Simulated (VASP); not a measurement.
# S (R-3m) in VASP: relaxation of cell and atoms with PBEsol

Aim: the relaxation of cell and atoms of S with PBEsol.

Everything below comes from runs of VASP 6.6.1. Logs are shortened: lines on timing, memory, paths and dates and some standing lists are left out, and cuts for length are marked.

## (1) The cell of the first run

Symmetry: R-3m, No. 166, trigonal system. Conventional cell: a = 3.277 Å, b = 3.277 Å, c = 2.584 Å, α = 90.00°, β = 90.00°, γ = 120.00°. S (site symmetry -3m) has 14 S at 2.08 to 2.58 Å within 2.8 Å.

## (2) Relaxation of cell and atoms, PBEsol, target pressure 1 GPa, at which the enthalpy is minimised

Input file INCAR:

```
PREC     = Accurate       # precision mode
ENCUT    = 600            # plane-wave cutoff, eV
EDIFF    = 1E-7           # SCF threshold, eV
ISMEAR   = 1              # smearing method
SIGMA    = 0.15           # smearing width, eV
LREAL    = False          # projectors in reciprocal space
LASPH    = True           # aspherical terms in the spheres
NELM     = 100            # most SCF steps
ALGO     = Normal         # electronic algorithm
ISIF     = 3              # what is computed and relaxed
LWAVE    = False          # write WAVECAR
LCHARG   = False          # write CHGCAR
GGA      = PS             # functional
IBRION   = 2              # ionic algorithm
NSW      = 80             # ionic steps
EDIFFG   = -0.03          # ionic threshold
PSTRESS  = 10.0
```

Input file KPOINTS:

```
regular mesh
0
Gamma
  18 18 18
```

Input file POSCAR:

```
S
1.0
    1.6385000000      0.9459880000      0.8613330000
   -1.6385000000      0.9459880000      0.8613330000
    0.0000000000     -1.8919770000      0.8613330000
S
1
Direct
    0.0000000000      0.0000000000      0.0000000000
```

Potentials or basis: VASP PAW PBE potentials, release 64 (S).

Launch:

```sh
$ cat potpaw_PBE.64/S/POTCAR > POTCAR
$ mpirun -np 1 vasp_std > vasp.out
```

OUTCAR:

```text
PREC = Accurate
   ENCUT = 600
   EDIFF = 1E-7
   ISMEAR = 1
   LREAL = False
   LASPH = True
   NELM = 100
   ISIF = 3
   GGA = PS
   IBRION = 2
   NSW = 80
   EDIFFG = -0.03
   PSTRESS = 10.0

 ion  position               nearest neighbor table
   1  0.000  0.000  0.000-

  LATTYP: Found a trigonal (rhomboedric) cell.
 ALAT       =     2.0788149281
 COS(alpha) =    -0.2424852675

  Lattice vectors:

 A1 = (   1.6385000000,   0.9459880000,   0.8613330000)
 A2 = (  -1.6385000000,   0.9459880000,   0.8613330000)
 A3 = (   0.0000000000,  -1.8919770000,   0.8613330000)

Analysis of symmetry for initial positions (statically):
=====================================================================
 Subroutine PRICEL returns:
 Original cell was already a primitive cell.

 Routine SETGRP: Setting up the symmetry group for a
 trigonal (rhombohedral) supercell.

 Subroutine GETGRP returns: Found 12 space group operations
 (whereof 12 operations were pure point group operations)
 out of a pool of 12 trial point group operations.

The static configuration has the point symmetry D_3d.

Analysis of symmetry for dynamics (positions and initial velocities):
=====================================================================
 Subroutine PRICEL returns:
 Original cell was already a primitive cell.

 Routine SETGRP: Setting up the symmetry group for a
 trigonal (rhombohedral) supercell.

 Subroutine GETGRP returns: Found 12 space group operations
 (whereof 12 operations were pure point group operations)
 out of a pool of 12 trial point group operations.

The dynamic configuration has the point symmetry D_3d.

 Subroutine INISYM returns: Found 12 space group operations
 (whereof 12 operations are pure point group operations),
 and found     1 'primitive' translations

----------------------------------------------------------------------------------------

                                     Primitive cell

  volume of cell :       8.0104

  direct lattice vectors                    reciprocal lattice vectors
     1.638500000  0.945988000  0.861333000     0.305157156  0.176182582  0.386997122
    -1.638500000  0.945988000  0.861333000    -0.305157156  0.176182582  0.386997122
     0.000000000 -1.891977000  0.861333000     0.000000000 -0.352365163  0.386996917

  length of vectors
     2.078814586  2.078814586  2.078814928     0.523381280  0.523381280  0.523381144

  position of ions in fractional coordinates (direct lattice)
     0.000000000  0.000000000  0.000000000

  ion indices of the primitive-cell ions
   primitive index   ion index
                 1           1

----------------------------------------------------------------------------------------

 KPOINTS: regular mesh

Automatic generation of k-mesh.
 Grid dimensions read from file:
 generate k-points for:   18   18   18

 Generating k-lattice:

  Cartesian coordinates                     Fractional coordinates (reciprocal lattice)
     0.016953175  0.009787921  0.021499840     0.055555556  0.000000000  0.000000000
    -0.016953175  0.009787921  0.021499840     0.000000000  0.055555556  0.000000000
     0.000000000 -0.019575842  0.021499829     0.000000000  0.000000000  0.055555556

  Length of vectors
     0.029076738  0.029076738  0.029076730

  Shift w.r.t. Gamma in fractional coordinates (k-lattice)
     0.000000000  0.000000000  0.000000000

 Subroutine IBZKPT returns following result:
 ===========================================

 Found    580 irreducible k-points:

 Following reciprocal coordinates:
            Coordinates               Weight
  0.000000  0.000000  0.000000      1.000000
  0.055556  0.000000  0.000000      6.000000
  0.111111  0.000000  0.000000      6.000000
  0.166667  0.000000  0.000000      6.000000
  0.222222  0.000000  0.000000      6.000000
  0.277778  0.000000  0.000000      6.000000
[... 16 lines left out ...]
 -0.277778  0.055556 -0.000000     12.000000
 -0.222222  0.055556 -0.000000     12.000000
 [... further k-points ...]
   k-points           NKPTS =    580   k-points in BZ     NKDIM =    580   number of bands    NBANDS=      7
   number of dos      NEDOS =    301   number of ions     NIONS =      1
   total plane-waves  NPLWV =   5832
   dimension x,y,z NGX =    18 NGY =   18 NGZ =   18
   dimension x,y,z NGXF=    36 NGYF=   36 NGZF=   36
   ions per type =               1
   NGX,Y,Z   is equivalent  to a cutoff of  14.39, 14.39, 14.39 a.u.
   NGXF,Y,Z  is equivalent  to a cutoff of  28.79, 28.79, 28.79 a.u.
 SYSTEM =  unknown system
   PREC   = accura    normal or accurate (medium, high low for compatibility)
   ISTART =      0    job   : 0-new  1-cont  2-samecut
   ICHARG =      2    charge: 1-file 2-atom 10-const
   ISPIN  =      1    spin polarized calculation?
   LNONCOLLINEAR =      F non collinear calculations
   LSORBIT =      F    spin-orbit coupling
   LASPH  =      T    aspherical Exc in radial PAW
   ENCUT  =  600.0 eV  44.10 Ry    6.64 a.u.   4.15  4.15  4.15*2*pi/ulx,y,z
   NELM   =    100;   NELMIN=  2; NELMDL= -5     # of ELM steps
   EDIFF  = 0.1E-06   stopping-criterion for ELM
   LREAL  =      F    real-space projection
   EDIFFG = -.3E-01   stopping-criterion for IOM
   NSW    =     80    number of steps for IOM
   IBRION =      2    ionic relax: 0-MD 1-quasi-New 2-CG
   NFREE  =      1    steps in history (QN), initial steepest desc. (CG)
   ISIF   =      3    stress and relaxation
   ISYM   =      2    0-nonsym 1-usesym 2-fastsym
   POTIM  = 0.5000    time-step for ionic-motion
   TEBEG  =    0.0;   TEEND  =   0.0 temperature during run
   PSTRESS=   10.0 pullay stress
   NELECT =       6.0000    total number of electrons
   NUPDOWN=      -1.0000    fix difference up-down
   EMIN   =  10.00;   EMAX   =-10.00  energy-range for DOS
   EFERMI =   0.00;   METHOD = LEGACY
   ISMEAR =     1;   SIGMA  =   0.15  broadening in eV -4-tet -1-fermi 0-gaus
   EFERMI_NEDOS =   21; number of points for ismear=-14 and -15
   IALGO  =     38    algorithm
   IMIX   =      4    mixing-type and parameters
     AMIX     =   0.40;   BMIX     =  1.00
     AMIX_MAG =   1.60;   BMIX_MAG =  1.00
  volume/ion in A,a.u.               =       8.01        54.06
  Fermi-wavevector in a.u.,A,eV,Ry     =   1.486758  2.809566 30.075004  2.210450
  Thomas-Fermi vector in A             =   2.600004
   LORBIT       =      0    0 simple, 1 ext, 2 COOP (PROOUT), +10 PAW based schemes
   GGA     = PS    functional components
   LHFCALC =     F    Hartree Fock is set to
   AEXX    =    0.0000 exact exchange contribution
   IVDW    =     0    specifies the selected vdW correction
   LEPSILON=     F    determine dielectric tensor
   LRPA    =     F    only Hartree local field effects (RPA)
 conjugate gradient relaxation of ions
 non-spin polarized calculation
 Methfessel and Paxton  Order N= 1 SIGMA  =   0.15
  energy-cutoff  :      600.00
  volume of cell :        8.01
 maximum number of plane-waves:       280
 NGX is ok and might be reduce to    18
   NGX =  9   NGY =  9   NGZ =  9

--------------------------------------- Ionic step        1  -------------------------------------------

 number of electron       5.9999998 magnetization

 Free energy of the ion-electron system (eV)
  ---------------------------------------------------
  ext. energy  EPLUGINS =         0.00000000
  ---------------------------------------------------
  free energy    TOTEN  =        -0.98044238 eV

  energy without entropy =       -0.98066675  energy(sigma->0) =       -0.98051717

 E-fermi :  21.0717     XC(G=0): -14.6025

 val. band max:       21.0643449586   @ k =  -0.1667   0.0556   0.0556
 cond. band min:      21.0759800853   @ k =   0.5000   0.5000   0.2778
 fundamental gap:      0.0116351267
 Fermi energy:        21.0717081517

 k-point     1 :       0.0000    0.0000    0.0000
  band No.  band energies     occupation
      1      -5.9773      2.00000
      2      25.9308      0.00000
      3      29.1172      0.00000
      4      29.1172      0.00000
      5      29.3047      0.00000
      6      29.3047      0.00000
      7      37.2859      0.00000
[... 581 lines left out ...]
  FREE ENERGIE OF THE ION-ELECTRON SYSTEM (eV)
  ---------------------------------------------------
  free  energy   TOTEN  =        -3.7525322642 eV

  energy  without entropy=       -3.7529033537  energy(sigma->0) =       -3.75265596

  enthalpy is  TOTEN    =        -3.6570385295 eV   P V=        0.0954937346

[... ionic steps 4 to 13 ...]

--------------------------------------- Ionic step       14  -------------------------------------------

 number of electron       6.0000002 magnetization

------------------------ aborting loop because EDIFF is reached ----------------------------------------

  FORCE on cell =-STRESS in cart. coord.  units (eV):
  Direction    XX          YY          ZZ          XY          YZ          ZX
  --------------------------------------------------------------------------------------
  -------------------------------------------------------------------------------------
  Total        0.1435177      0.1435177      0.1383925      0.0000000     -0.0000001      0.0000000
  in kB       14.3529272     14.3529242     13.8403679      0.0000000     -0.0000105      0.0000000
  external PRESSURE =       4.1820731 kB  Pullay stress =      10.0000000 kB
[... 59 lines left out ...]
  enthalpy is  TOTEN    =        -3.8367043725 eV   P V=        0.1013677191

--------------------------------------- Ionic step       16  -------------------------------------------

 number of electron       6.0000003 magnetization

 Free energy of the ion-electron system (eV)
  ---------------------------------------------------
  ext. energy  EPLUGINS =         0.00000000
  ---------------------------------------------------
  free energy    TOTEN  =        -3.93757030 eV

  energy without entropy =       -3.93747880  energy(sigma->0) =       -3.93753980

 E-fermi :   7.9063     XC(G=0): -11.0505

 val. band max:        7.9011424282   @ k =  -0.2778  -0.3889   0.2222
 cond. band min:       7.9078282979   @ k =   0.2222   0.1111   0.0556
 fundamental gap:      0.0066858697
 Fermi energy:         7.9063067594

 k-point     1 :       0.0000    0.0000    0.0000
  band No.  band energies     occupation
      1      -9.7621      2.00000
      2       9.1897     -0.00000
      3       9.7286     -0.00000
      4       9.7286     -0.00000
      5      15.1369      0.00000
      6      15.1369      0.00000
      7      18.5012      0.00000
[... 258 lines left out ...]
  FREE ENERGIE OF THE ION-ELECTRON SYSTEM (eV)
  ---------------------------------------------------
  free  energy   TOTEN  =        -3.9375703015 eV

  energy  without entropy=       -3.9374787971  energy(sigma->0) =       -3.93753980

  enthalpy is  TOTEN    =        -3.8371743150 eV   P V=        0.1003959865

 reached required accuracy - stopping structural energy minimisation
```

Run time: 4 min. Hardware: 1 thread of AMD EPYC 7R13 (Zen 3), shared host; peak memory 0.11 GiB.

Results:

```yaml
Free_energy: -3.9376 eV
Relaxed_volume: 16.09 Å³/atom
Relaxed_cell: a = 2.529 Å, b = 2.529 Å, c = 2.529 Å, α = 93.36°, β = 93.36°, γ = 93.36°
Space_group_after_relaxing_to_0.05_Å: R-3m (No. 166)
Energy_change_on_relaxing_the_enthalpy_is_what_falls: -2957.1 meV/atom
Ionic_steps: 16
Pressure_after_relaxing: 1.0 GPa
Band_gap_on_the_k_mesh: zero (band 3 reaches 10.97 eV, above the bottom of band 4 at 4.57 eV)
```

The path:
```tsv
step	energy change (eV)	largest force (eV/Å)	pressure (GPa)	volume (Å³)
1	0.0000	0.0000	208.14	8.01
2	-1.7097	0.0000	-16.65	27.01
3	-2.7721	0.0000	-1.80	15.30
4	-2.7740	0.0000	-0.25	15.06
5	-2.7736	0.0000	1.31	14.83
6	-2.8692	0.0000	1.70	15.02
7	-2.9184	0.0000	4.04	15.15
8	-2.9255	0.0000	8.86	15.10
9	-2.8942	0.0000	-8.66	18.02
10	-2.9531	0.0000	1.19	16.12
11	-2.9528	0.0000	1.48	16.08
12	-2.9543	0.0000	1.52	16.07
13	-2.9567	0.0000	1.44	16.03
14	-2.9566	0.0000	1.42	16.02
15	-2.9576	0.0000	0.04	16.24
16	-2.9571	0.0000	1.00	16.09
```

Final structure:
```cif
data_structure
_symmetry_space_group_name_H-M 'P 1'
_symmetry_Int_Tables_number 1
_cell_length_a 2.5288
_cell_length_b 2.5288
_cell_length_c 2.5288
_cell_angle_alpha 93.355
_cell_angle_beta 93.355
_cell_angle_gamma 93.355
_cell_volume 16.09
loop_
_atom_site_label
_atom_site_type_symbol
_atom_site_fract_x
_atom_site_fract_y
_atom_site_fract_z
_atom_site_occupancy
S1 S 0.00000 0.00000 0.00000 1
```

Levels at points of the mesh, in eV from the Fermi level:
| k point | band 1 | band 2 | band 3 | band 4 | band 5 | band 6 | band 7 |
| --- | --- | --- | --- | --- | --- | --- | --- |
| (0.00, 0.00, 0.00) | -17.67 | 1.28 | 1.82 | 1.82 | 7.23 | 7.23 | 10.59 |
| (0.50, 0.00, 0.00) | -14.59 | -8.74 | 3.07 | 3.43 | 9.23 | 12.80 | 14.39 |
| (0.50, 0.50, 0.00) | -11.53 | -6.64 | -5.76 | 2.08 | 4.69 | 13.72 | 16.85 |
| (0.50, 0.50, 0.50) | -8.29 | -4.41 | -4.41 | -3.31 | 4.88 | 4.88 | 6.58 |

Caveat: the cell is relaxed towards a set pressure, so the enthalpy falls and the energy may rise; the volume moved by over 15 % at a fixed basis, so the end points are rough; the PAW data sets were made with another functional, which shifts forces and pressure a little.
